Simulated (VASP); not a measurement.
# Ca3P2 (R-3m) in VASP: a series of runs

Runs on Ca3P2. Level: LDA. Tasks: single point.

All numbers are computed with VASP 6.6.1; they aren't measurements. Logs are shortened: lines on timing, memory, paths and dates and some standing lists are left out, and cuts for length are marked.

## 1. The cell of the first run

Symmetry: R-3m, No. 166, trigonal system. Conventional cell: a = 8.418 Å, b = 8.418 Å, c = 7.320 Å, α = 90.00°, β = 90.00°, γ = 120.00°. Ca (site symmetry 2/m) has 4 P at 2.72 to 3.44 Å and 4 Ca at 3.44 Å within 3.6 Å. Within 4.5 Å of P (site symmetry -3m) lie 12 Ca at 3.44 to 4.21 Å and 2 P at 3.66 Å. P (site symmetry -3m) has 6 Ca at 2.72 Å and 2 P at 3.66 Å within 3.7 Å.

## 2. Single point, LDA

The input, INCAR:

```
PREC     = Accurate       # precision mode
ENCUT    = 520            # plane-wave cutoff, eV
EDIFF    = 1E-6           # SCF threshold, eV
ISMEAR   = 0              # smearing method
SIGMA    = 0.03           # smearing width, eV
LREAL    = False          # projectors in reciprocal space
LASPH    = True           # aspherical terms in the spheres
NELM     = 80             # most SCF steps
ALGO     = Fast           # electronic algorithm
ISIF     = 2              # what is computed and relaxed
LWAVE    = False          # write WAVECAR
LCHARG   = True           # write CHGCAR
LELF     = True           # ELF
LVHAR    = True         
NBANDS   = 28             # bands
```

The input, KPOINTS:

```
regular mesh
0
Gamma
  8 8 8
```

The input, POSCAR:

```
Ca3P2
1.0
    5.3767904084     -0.5753760954     -0.5753760954
   -0.5753760954      5.3767904084     -0.5753760954
   -0.5753760954     -0.5753760954      5.3767904084
Ca P
3 2
Direct
    0.0000000000      0.5000000000      0.5000000000
    0.5000000000      0.0000000000      0.5000000000
    0.5000000000      0.5000000000      0.0000000000
    0.0000000000      0.0000000000      0.0000000000
    0.5000000000      0.5000000000      0.5000000000
```

Potentials or basis: VASP PAW LDA potentials, release 64 (Ca_sv, P).

Run with:

```console
cat potpaw_LDA.64/Ca_sv/POTCAR potpaw_LDA.64/P/POTCAR > POTCAR
mpirun -np 1 vasp_std > vasp.out
```

OUTCAR:

```text
PREC = Accurate
   ENCUT = 520
   EDIFF = 1E-6
   ISMEAR = 0
   LREAL = False
   LASPH = True
   NELM = 80
   ISIF = 2

 ion  position               nearest neighbor table
   1  0.000  0.500  0.500-   5 2.72   5 2.72
   2  0.500  0.000  0.500-   5 2.72   5 2.72
   3  0.500  0.500  0.000-   5 2.72   5 2.72
   4  0.000  0.000  0.000-
   5  0.500  0.500  0.500-   1 2.72   2 2.72   3 2.72   3 2.72   2 2.72   1 2.72

  LATTYP: Found a trigonal (rhomboedric) cell.
 ALAT       =     5.4380134606
 COS(alpha) =    -0.1980352222

  Lattice vectors:

 A1 = (   5.3767904084,  -0.5753760954,  -0.5753760954)
 A2 = (  -0.5753760954,   5.3767904084,  -0.5753760954)
 A3 = (  -0.5753760954,  -0.5753760954,   5.3767904084)

Analysis of symmetry for initial positions (statically):
=====================================================================
 Subroutine PRICEL returns:
 Original cell was already a primitive cell.

 Routine SETGRP: Setting up the symmetry group for a
 trigonal (rhombohedral) supercell.

 Subroutine GETGRP returns: Found 12 space group operations
 (whereof 12 operations were pure point group operations)
 out of a pool of 12 trial point group operations.

The static configuration has the point symmetry D_3d.

Analysis of symmetry for dynamics (positions and initial velocities):
=====================================================================
 Subroutine PRICEL returns:
 Original cell was already a primitive cell.

 Routine SETGRP: Setting up the symmetry group for a
 trigonal (rhombohedral) supercell.

 Subroutine GETGRP returns: Found 12 space group operations
 (whereof 12 operations were pure point group operations)
 out of a pool of 12 trial point group operations.

The dynamic configuration has the point symmetry D_3d.

 Subroutine INISYM returns: Found 12 space group operations
 (whereof 12 operations are pure point group operations),
 and found     1 'primitive' translations

----------------------------------------------------------------------------------------

                                     Primitive cell

  volume of cell :     149.7213

  direct lattice vectors                    reciprocal lattice vectors
     5.376790408 -0.575376095 -0.575376095     0.190880116  0.022874064  0.022874064
    -0.575376095  5.376790408 -0.575376095     0.022874064  0.190880116  0.022874064
    -0.575376095 -0.575376095  5.376790408     0.022874064  0.022874064  0.190880116

  length of vectors
     5.438013461  5.438013461  5.438013461     0.193601819  0.193601819  0.193601819

  position of ions in fractional coordinates (direct lattice)
     0.000000000  0.500000000  0.500000000
     0.500000000  0.000000000  0.500000000
     0.500000000  0.500000000  0.000000000
     0.000000000  0.000000000  0.000000000
     0.500000000  0.500000000  0.500000000

  ion indices of the primitive-cell ions
   primitive index   ion index
                 1           1
                 2           2
                 3           3
                 4           4
                 5           5

----------------------------------------------------------------------------------------

 KPOINTS: regular mesh

Automatic generation of k-mesh.
 Grid dimensions read from file:
 generate k-points for:    8    8    8

 Generating k-lattice:

  Cartesian coordinates                     Fractional coordinates (reciprocal lattice)
     0.023860015  0.002859258  0.002859258     0.125000000  0.000000000  0.000000000
     0.002859258  0.023860015  0.002859258     0.000000000  0.125000000  0.000000000
     0.002859258  0.002859258  0.023860015     0.000000000  0.000000000  0.125000000

  Length of vectors
     0.024200227  0.024200227  0.024200227

  Shift w.r.t. Gamma in fractional coordinates (k-lattice)
     0.000000000  0.000000000  0.000000000

 Subroutine IBZKPT returns following result:
 ===========================================

 Found     65 irreducible k-points:

 Following reciprocal coordinates:
            Coordinates               Weight
  0.000000  0.000000  0.000000      1.000000
  0.125000  0.000000  0.000000      6.000000
  0.250000  0.000000  0.000000      6.000000
  0.375000 -0.000000  0.000000      6.000000
  0.500000  0.000000  0.000000      3.000000
  0.125000  0.125000  0.000000      6.000000
[... 16 lines left out ...]
  0.250000  0.125000  0.125000      6.000000
  0.375000  0.125000  0.125000      6.000000
 [... further k-points ...]
   k-points           NKPTS =     65   k-points in BZ     NKDIM =     65   number of bands    NBANDS=     28
   number of dos      NEDOS =    301   number of ions     NIONS =      5
   total plane-waves  NPLWV =  64000
   dimension x,y,z NGX =    40 NGY =   40 NGZ =   40
   dimension x,y,z NGXF=    80 NGYF=   80 NGZF=   80
   ions per type =               3   2
   NGX,Y,Z   is equivalent  to a cutoff of  12.23, 12.23, 12.23 a.u.
   NGXF,Y,Z  is equivalent  to a cutoff of  24.46, 24.46, 24.46 a.u.
 SYSTEM =  unknown system
   PREC   = accura    normal or accurate (medium, high low for compatibility)
   ISTART =      0    job   : 0-new  1-cont  2-samecut
   ICHARG =      2    charge: 1-file 2-atom 10-const
   ISPIN  =      1    spin polarized calculation?
   LNONCOLLINEAR =      F non collinear calculations
   LSORBIT =      F    spin-orbit coupling
   LASPH  =      T    aspherical Exc in radial PAW
   ENCUT  =  520.0 eV  38.22 Ry    6.18 a.u.  10.11 10.11 10.11*2*pi/ulx,y,z
   NELM   =     80;   NELMIN=  2; NELMDL= -5     # of ELM steps
   EDIFF  = 0.1E-05   stopping-criterion for ELM
   LREAL  =      F    real-space projection
   EDIFFG = 0.1E-04   stopping-criterion for IOM
   NSW    =      0    number of steps for IOM
   IBRION =     -1    ionic relax: 0-MD 1-quasi-New 2-CG
   NFREE  =      0    steps in history (QN), initial steepest desc. (CG)
   ISIF   =      2    stress and relaxation
   ISYM   =      2    0-nonsym 1-usesym 2-fastsym
   POTIM  = 0.5000    time-step for ionic-motion
   TEBEG  =    0.0;   TEEND  =   0.0 temperature during run
   PSTRESS=    0.0 pullay stress
   NELECT =      40.0000    total number of electrons
   NUPDOWN=      -1.0000    fix difference up-down
   EMIN   =  10.00;   EMAX   =-10.00  energy-range for DOS
   EFERMI =   0.00;   METHOD = LEGACY
   ISMEAR =     0;   SIGMA  =   0.03  broadening in eV -4-tet -1-fermi 0-gaus
   EFERMI_NEDOS =   21; number of points for ismear=-14 and -15
   IALGO  =     68    algorithm
   IMIX   =      4    mixing-type and parameters
     AMIX     =   0.40;   BMIX     =  1.00
     AMIX_MAG =   1.60;   BMIX_MAG =  1.00
  volume/ion in A,a.u.               =      29.94       202.07
  Fermi-wavevector in a.u.,A,eV,Ry     =   1.054388  1.992504 15.126050  1.111733
  Thomas-Fermi vector in A             =   2.189546
   LORBIT       =      0    0 simple, 1 ext, 2 COOP (PROOUT), +10 PAW based schemes
   GGA     = CA    functional components
   LHFCALC =     F    Hartree Fock is set to
   AEXX    =    0.0000 exact exchange contribution
   IVDW    =     0    specifies the selected vdW correction
   LEPSILON=     F    determine dielectric tensor
   LRPA    =     F    only Hartree local field effects (RPA)
 non-spin polarized calculation
 RMM-DIIS sequential band-by-band and
 Gauss-broadening in eV      SIGMA  =   0.03
  energy-cutoff  :      520.00
  volume of cell :      149.72
 maximum number of plane-waves:      4053
   NGX = 21   NGY = 21   NGZ = 21

 number of electron      40.0000020 magnetization

 Free energy of the ion-electron system (eV)
  ---------------------------------------------------
  ext. energy  EPLUGINS =         0.00000000
  ---------------------------------------------------
  free energy    TOTEN  =       -21.16233338 eV

  energy without entropy =      -21.16121480  energy(sigma->0) =      -21.16177409

 E-fermi :   3.0392     XC(G=0):  -8.6928

 val. band max:        3.0046817038   @ k =  -0.3750   0.1250   0.1250
 cond. band min:       3.0416258851   @ k =  -0.2500   0.1250   0.1250
 fundamental gap:      0.0369441812
 Fermi energy:         3.0391803814

 k-point     1 :       0.0000    0.0000    0.0000
  band No.  band energies     occupation
      1     -38.2181      2.00000
      2     -38.1754      2.00000
      3     -38.1754      2.00000
      4     -19.7391      2.00000
      5     -19.7391      2.00000
      6     -19.7163      2.00000
[... 20 lines left out ...]
     27       5.5271      0.00000
     28       6.0495      0.00000

 k-point     2 :       0.1250    0.0000    0.0000
  band No.  band energies     occupation
      1     -38.2167      2.00000
      2     -38.1768      2.00000
      3     -38.1754      2.00000
      4     -19.7355      2.00000
      5     -19.7287      2.00000
      6     -19.7115      2.00000
[... 20 lines left out ...]
     27       5.5866      0.00000
     28       6.0382      0.00000

 k-point     3 :       0.2500    0.0000    0.0000
  band No.  band energies     occupation
      1     -38.2127      2.00000
      2     -38.1808      2.00000
      3     -38.1754      2.00000
      4     -19.7311      2.00000
      5     -19.6994      2.00000
      6     -19.6921      2.00000
[... 20 lines left out ...]
     27       5.6853      0.00000
     28       6.0399      0.00000

 k-point     4 :       0.3750   -0.0000    0.0000
  band No.  band energies     occupation
      1     -38.2072      2.00000
      2     -38.1862      2.00000
      3     -38.1754      2.00000
      4     -19.7296      2.00000
      5     -19.6595      2.00000
      6     -19.6579      2.00000
[... 578 lines left out ...]
     27       5.9479      0.00000
     28       6.0042      0.00000

 k-point    23 :       0.2500    0.1250    0.1250
  band No.  band energies     occupation
      1     -38.2048      2.00000
      2     -38.1848      2.00000
      3     -38.1792      2.00000
      4     -19.6949      2.00000
      5     -19.6587      2.00000
      6     -19.6572      2.00000
[... 20 lines left out ...]
     27       5.8031      0.00000
     28       6.0059      0.00000

 k-point    24 :       0.3750    0.1250    0.1250
  band No.  band energies     occupation
      1     -38.2001      2.00000
      2     -38.1894      2.00000
      3     -38.1792      2.00000
      4     -19.6948      2.00000
      5     -19.6348      2.00000
      6     -19.6301      2.00000
[... 20 lines left out ...]
     27       5.3690      0.00000
     28       5.8604      0.00000

 [... further k-points ...]

------------------------ aborting loop because EDIFF is reached ----------------------------------------

  FORCE on cell =-STRESS in cart. coord.  units (eV):
  Direction    XX          YY          ZZ          XY          YZ          ZX
  --------------------------------------------------------------------------------------
  -------------------------------------------------------------------------------------
  Total       -2.6357098     -2.6357098     -2.6357098      3.0322105      3.0322105      3.0322105
  in kB      -28.2049026    -28.2049026    -28.2049026     32.4478828     32.4478828     32.4478828
  external PRESSURE =     -28.2049026 kB  Pullay stress =       0.0000000 kB

 VOLUME and BASIS-vectors are now :
 -----------------------------------------------------------------------------
  energy-cutoff  :      520.00
  volume of cell :      149.72
      direct lattice vectors                 reciprocal lattice vectors
     5.376790408 -0.575376095 -0.575376095     0.190880116  0.022874064  0.022874064
    -0.575376095  5.376790408 -0.575376095     0.022874064  0.190880116  0.022874064
    -0.575376095 -0.575376095  5.376790408     0.022874064  0.022874064  0.190880116

 POSITION                                       TOTAL-FORCE (eV/Angst)
 -----------------------------------------------------------------------------------
     -0.57538      2.40071      2.40071         0.000000      0.000000     -0.000000
      2.40071     -0.57538      2.40071         0.000000     -0.000000      0.000000
      2.40071      2.40071     -0.57538        -0.000000      0.000000      0.000000
      0.00000      0.00000      0.00000        -0.000000     -0.000000      0.000000
      2.11302      2.11302      2.11302        -0.000000     -0.000000      0.000000
 -----------------------------------------------------------------------------------
    total drift:                                0.000000     -0.000000     -0.000000

  FREE ENERGIE OF THE ION-ELECTRON SYSTEM (eV)
  ---------------------------------------------------
  free  energy   TOTEN  =       -21.1623333788 eV

  energy  without entropy=      -21.1612148000  energy(sigma->0) =      -21.16177409
```

Run time: 12 min. Hardware: 1 thread of Oxide Virtual Turin-like, shared host; peak memory 0.31 GiB.

What came out:

```yaml
Free_energy: -21.1623 eV
Pressure: -2.8 GPa
Band_gap_on_the_k_mesh: zero (bands 20 and 21 overlap by 0.50 eV)
```

## 3. Single point, LDA

The input, INCAR:

```
SYSTEM = Ca3P2
PREC = Accurate
ENCUT = 520
EDIFF = 1E-7
ISMEAR = 0
SIGMA = 0.03
LREAL = .FALSE.
LASPH = .TRUE.
NELM = 100
ALGO = Fast
ISIF = 2
LWAVE = .FALSE.
LCHARG = .FALSE.
NBANDS = 28
```

The input, KPOINTS:

```
Automatic mesh
0
G
  8 8 8
  0 0 0
```

POSCAR, as its differences from that of step 2:

```diff
@@ -2,5 +2,5 @@
 1.0
-    5.3767904084     -0.5753760954     -0.5753760954
-   -0.5753760954      5.3767904084     -0.5753760954
-   -0.5753760954     -0.5753760954      5.3767904084
+    5.3825483682      0.6471685721      0.6471685721
+    0.6471685721      5.3825483682      0.6471685721
+    0.6471685721      0.6471685721      5.3825483682
 Ca P
```

Potentials or basis: VASP PAW LDA potentials, release 64 (Ca_sv, P).

Run with:

```console
cat potpaw_LDA.64/Ca_sv/POTCAR potpaw_LDA.64/P/POTCAR > POTCAR
mpirun -np 1 vasp_std > vasp.out
```

OUTCAR:

```text
SYSTEM = Ca3P2
   PREC = Accurate
   ENCUT = 520
   EDIFF = 1E-7
   ISMEAR = 0
   LREAL = .FALSE.
   LASPH = .TRUE.
   NELM = 100
   ISIF = 2

 ion  position               nearest neighbor table
   1  0.000  0.500  0.500-   5 2.73   5 2.73
   2  0.500  0.000  0.500-   5 2.73   5 2.73
   3  0.500  0.500  0.000-   5 2.73   5 2.73
   4  0.000  0.000  0.000-
   5  0.500  0.500  0.500-   1 2.73   2 2.73   3 2.73   3 2.73   2 2.73   1 2.73

  LATTYP: Found a trigonal (rhomboedric) cell.
 ALAT       =     5.4598059725
 COS(alpha) =     0.2477620922

  Lattice vectors:

 A1 = (   5.3825483682,   0.6471685721,   0.6471685721)
 A2 = (   0.6471685721,   5.3825483682,   0.6471685721)
 A3 = (   0.6471685721,   0.6471685721,   5.3825483682)

Analysis of symmetry for initial positions (statically):
=====================================================================
 Subroutine PRICEL returns:
 Original cell was already a primitive cell.

 Routine SETGRP: Setting up the symmetry group for a
 trigonal (rhombohedral) supercell.

[... 174 lines left out ...]
 E-fermi :   2.3763     XC(G=0):  -8.6647

 val. band max:        2.3464735184   @ k =   0.1250   0.1250   0.0000
 cond. band min:       2.3832248857   @ k =  -0.1250   0.1250   0.0000
 fundamental gap:      0.0367513672
 Fermi energy:         2.3763382374

 k-point     1 :       0.0000    0.0000    0.0000
  band No.  band energies     occupation
      1     -38.2746      2.00000
      2     -38.2173      2.00000
      3     -38.2173      2.00000
      4     -20.0035      2.00000
      5     -19.7023      2.00000
      6     -19.7023      2.00000
[... 733 lines left out ...]
     27       5.6217      0.00000
     28       6.0080      0.00000

 [... further k-points ...]

------------------------ aborting loop because EDIFF is reached ----------------------------------------

  FORCE on cell =-STRESS in cart. coord.  units (eV):
  Direction    XX          YY          ZZ          XY          YZ          ZX
  --------------------------------------------------------------------------------------
  -------------------------------------------------------------------------------------
  Total       -2.4523121     -2.4523121     -2.4523121     -2.5861252     -2.5861252     -2.5861252
  in kB      -26.2423517    -26.2423517    -26.2423517    -27.6742948    -27.6742948    -27.6742948
  external PRESSURE =     -26.2423517 kB  Pullay stress =       0.0000000 kB

 VOLUME and BASIS-vectors are now :
 -----------------------------------------------------------------------------
  energy-cutoff  :      520.00
  volume of cell :      149.72
      direct lattice vectors                 reciprocal lattice vectors
     5.382548368  0.647168572  0.647168572     0.190707678 -0.020468625 -0.020468625
     0.647168572  5.382548368  0.647168572    -0.020468625  0.190707678 -0.020468625
     0.647168572  0.647168572  5.382548368    -0.020468625 -0.020468625  0.190707678

 POSITION                                       TOTAL-FORCE (eV/Angst)
 -----------------------------------------------------------------------------------
      0.64717      3.01486      3.01486        -0.000000      0.000000      0.000000
      3.01486      0.64717      3.01486         0.000000     -0.000000     -0.000000
      3.01486      3.01486      0.64717         0.000000      0.000000      0.000000
      0.00000      0.00000      0.00000        -0.000000     -0.000000      0.000000
      3.33844      3.33844      3.33844         0.000000     -0.000000     -0.000000
 -----------------------------------------------------------------------------------
    total drift:                                0.000000     -0.000000      0.000000

  FREE ENERGIE OF THE ION-ELECTRON SYSTEM (eV)
  ---------------------------------------------------
  free  energy   TOTEN  =       -21.4442229873 eV

  energy  without entropy=      -21.4439335429  energy(sigma->0) =      -21.44407827
```

OSZICAR:

```text
N       E                     dE             d eps       ncg     rms          rms(c)
DAV:   1     0.349517232284E+03    0.34952E+03   -0.19026E+04  3648   0.129E+03
DAV:   2     0.182832913962E+01   -0.34769E+03   -0.34150E+03  4032   0.372E+02
[... 17 lines left out ...]
RMM:  20    -0.214442259201E+02   -0.45541E-05   -0.37377E-05  6513   0.244E-02    0.183E-02
RMM:  21    -0.214442225910E+02    0.33292E-05   -0.15586E-05  5714   0.179E-02    0.583E-03
RMM:  22    -0.214442225014E+02    0.89565E-07   -0.96189E-06  6299   0.105E-02    0.148E-03
RMM:  23    -0.214442228142E+02   -0.31283E-06   -0.28480E-06  5486   0.574E-03    0.623E-04
RMM:  24    -0.214442229437E+02   -0.12946E-06   -0.12125E-06  4713   0.388E-03    0.101E-03
RMM:  25    -0.214442229873E+02   -0.43665E-07   -0.48498E-07  4236   0.336E-03
   1 F= -.21444223E+02 E0= -.21444078E+02  d E =-.289444E-03
```

Run time: 18 min. Hardware: 1 thread of Oxide Virtual Turin-like, shared host; peak memory 0.33 GiB.

What came out:

* Free energy: -21.4442 eV
* Pressure: -2.6 GPa
* Band gap on the k mesh: zero (bands 20 and 21 overlap by 0.12 eV)

Caveat: semilocal functionals underestimate gaps, and a narrow one can read as zero.

The gap in the log of VASP goes by the Fermi energy; the results here count the filled bands.